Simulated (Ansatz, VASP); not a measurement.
**One calculation of HfB, two programs**

File INCAR:

```
SYSTEM = HfB
PREC = Accurate
ENCUT = 600
EDIFF = 1E-7
ISMEAR = 0
SIGMA = 0.1
LREAL = .False.
LASPH = .True.
NELM = 100
ALGO = Normal
ISIF = 3
LWAVE = .False.
LCHARG = .False.
GGA = PE
IBRION = 2
NSW = 90
EDIFFG = -0.04
```

Contents of KPOINTS:

```
regular mesh
0
Gamma
  6 6 6
  0 0 0
```

Contents of POSCAR:

```
HfB
1.0
   -2.1087794400      2.5470830200      2.9338250600
    2.1087794400     -2.5470830200      2.9338250600
    2.1087794400      2.5470830200     -2.9338250600
Hf B
2 2
Direct
    0.7602997200      0.2602997200      0.5000000000
    0.2397002800      0.7397002800      0.5000000000
    0.7193950700      0.5000000000      0.2193950700
    0.2806049300      0.5000000000      0.7806049300
```

Input for Ansatz:

```yaml
crystal:
  lattice:
    - [-2.10877944, 2.54708302, 2.93382506]
    - [2.10877944, -2.54708302, 2.93382506]
    - [2.10877944, 2.54708302, -2.93382506]
  atoms:
    - { symbol: Hf, position: [0.76029972, 0.26029972, 0.5] }
    - { symbol: Hf, position: [0.23970028, 0.73970028, 0.5] }
    - { symbol: B, position: [0.71939507, 0.5, 0.21939507] }
    - { symbol: B, position: [0.28060493, 0.5, 0.78060493] }
basis:
  ecutwfc: 420
kpoints:
  mp_grid: { grid: [6, 6, 6] }
hamiltonian:
  xc: pbe
scf:
  occupations: { method: gaussian, width: 0.1 }
  lower_state_search: "off"
output:
  forces: true
  stress: true
  eigenvalues: true
relax:
  adjacent_minimum: "off"
  f_tol: 0.04
  max_steps: 70
  cell: { stress_tol: 0.4 }
```

Alike in both runs: task relaxation of cell and atoms; functional PBE; k mesh 6 × 6 × 6; occupations gaussian, width 0.1 eV; no spin polarisation.

|  | VASP | Ansatz |
| --- | --- | --- |
| version | VASP 6.6.1 | Ansatz 0.2.0 |
| potentials or method | VASP PAW PBE potentials, release 64 (Hf_pv, B), cutoff 600 eV | scalar-relativistic, plane waves, PAW |
| valence electrons in the cell | 26 | 58 |

Ansatz gave:

| Item | Value |
| --- | --- |
| gap on the k mesh at the Fermi level, each at its own relaxed structure (eV) | none |
| relaxed volume (Å³/atom) | 14.82 |
| relaxed cell length with the largest relative difference (Å) | 4.478 |

**Question.** Which values does VASP return?

**Answer.** gap on the k mesh at the Fermi level, each at its own relaxed structure (eV): none; relaxed volume (Å³/atom): 14.78; relaxed cell length with the largest relative difference (Å): 4.477.

A gap of «none» marks a metal or a gap that the smearing closes. VASP's potentials hold 26 valence electrons a cell and Ansatz's 58, so a difference there can come from the potentials and not from the codes.

Neither program's run includes spin-orbit coupling.
